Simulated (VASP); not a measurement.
A run of VASP 6.6.1:

Contents of POSCAR:

```
PtSe2
1.0
    3.7286503637      0.0000000000      0.0000000000
   -1.8643251819      3.2291059368      0.0000000000
    0.0000000000      0.0000000000      5.2771566385
Pt Se
1 2
Direct
    0.0000000000      0.0000000000      0.0000000000
    0.3333333333      0.6666666667      0.2462188963
    0.6666666667      0.3333333333      0.7537811037
```

File INCAR.step1:

```
  PREC = Accurate
  ENCUT = 520
  EDIFF = 1E-5
  ISMEAR = -1
  SIGMA = 0.02
  LREAL = F
  LASPH = T
  NELM = 100
  ALGO = Normal
  ISIF = 2
  LWAVE = T
  LCHARG = F
  NBANDS = 18
  GGA = PE
```

Contents of INCAR.step2:

```
  PREC = Accurate
  ENCUT = 520
  EDIFF = 1E-6
  ISMEAR = -1
  SIGMA = 0.02
  LREAL = F
  LASPH = T
  NELM = 100
  ALGO = Normal
  ISIF = 2
  LWAVE = F
  LCHARG = F
  GGA = PE
  LHFCALC = T
  HFSCREEN = 0.2079
  PRECFOCK = Normal
  NBANDS = 18
  ISTART = 1
```

KPOINTS

```
regular mesh
0
Gamma
  6 6 2
```

Potentials or basis: VASP PAW PBE potentials, release 64 (Pt, Se).

Launch:

```sh
$ cat potpaw_PBE.64/Pt/POTCAR potpaw_PBE.64/Se/POTCAR > POTCAR
$ cp INCAR.step1 INCAR
$ mpirun -np 1 vasp_std > vasp.out
$ cp INCAR.step2 INCAR
$ mpirun -np 1 vasp_std > vasp.out
```

Hardware: 1 thread of Intel(R) Xeon(R) 6975P-C (Granite Rapids), on a shared host.

Problem. How long does it take, and how much memory?

Solution. Run time: 15 min on 1 thread of Intel(R) Xeon(R) 6975P-C (Granite Rapids), with other jobs on the host, peak memory 0.3 GiB. Counts: k points 14.
